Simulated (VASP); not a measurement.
Input of a VASP 6.6.1 run:

Contents of INCAR:

```
SYSTEM = CrCo
PREC = Accurate
ENCUT = 520
EDIFF = 1E-6
ISMEAR = 0
SIGMA = 0.1
LREAL = .FALSE.
LASPH = .TRUE.
NELM = 80
ALGO = Fast
ISIF = 2
LWAVE = .FALSE.
LCHARG = .FALSE.
GGA = PE
NBANDS = 29
```

The input KPOINTS:

```
Automatic mesh
0
G
  18 18 10
  0 0 0
```

The input POSCAR:

```
CrCo
1.0
    3.4929987346      0.0000000000      0.0000000000
   -1.7464993673      3.0250256395      0.0000000000
    0.0000000000      0.0000000000      4.7260298236
Cr Co
2 2
Direct
    0.3333333333      0.6666666667      0.2500000000
    0.6666666667      0.3333333333      0.7500000000
    0.0000000000      0.0000000000      0.0000000000
    0.0000000000      0.0000000000      0.5000000000
```

Potentials or basis: VASP PAW PBE potentials, release 64 (Cr_pv, Co).

The run is started by

```bash
$ cat potpaw_PBE.64/Cr_pv/POTCAR potpaw_PBE.64/Co/POTCAR > POTCAR
$ mpirun -np 1 vasp_std > vasp.out
```

Question: Estimate the band gap on the k mesh.

Answer: Zero (bands 21 and 22 overlap by 0.89 eV).

Question: Estimate the pressure.

Answer: -0.7 GPa.

Caveat: the run has no spin polarisation, though such a crystal can be magnetic. Spin polarisation is off, so any magnetic state and its effect on volume and gap are missing.
